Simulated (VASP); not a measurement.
A run of VASP 6.6.1 is set up as follows.

Contents of INCAR:

```
PREC = Accurate
ENCUT = 520
EDIFF = 1E-6
ISMEAR = 0
SIGMA = 0.05
LREAL = F
LASPH = T
NELM = 80
ALGO = Normal
ISIF = 2
LWAVE = F
LCHARG = F
GGA = PS
NBANDS = 11
```

The input KPOINTS:

```
Automatic mesh
0
Gamma
  12 12 12
```

POSCAR

```
SiC
1.0
    0.0000000000      2.2077028361      2.2077028361
    2.2077028361      0.0000000000      2.2077028361
    2.1498610218      2.1498610218      0.0578418143
Si C
1 1
Direct
    0.0000000000      0.0000000000      0.0000000000
    0.7500000000      0.7500000000      0.7500000000
```

Potentials or basis: VASP PAW PBE potentials, release 64 (Si, C).

Run with:

```bash
$ cat potpaw_PBE.64/Si/POTCAR potpaw_PBE.64/C/POTCAR > POTCAR
$ mpirun -np 1 vasp_std > vasp.out
```

(1) Estimate the band gap on the k mesh.

(2) What does it give for the pressure?

(3) Estimate the largest force.

## Answers

(1) 1.07 eV, indirect (least direct gap 4.19 eV).

(2) 0.9 GPa.

(3) 0.485 eV/Å.

Caveat: the PAW data sets were made with another functional, which shifts forces and pressure a little.
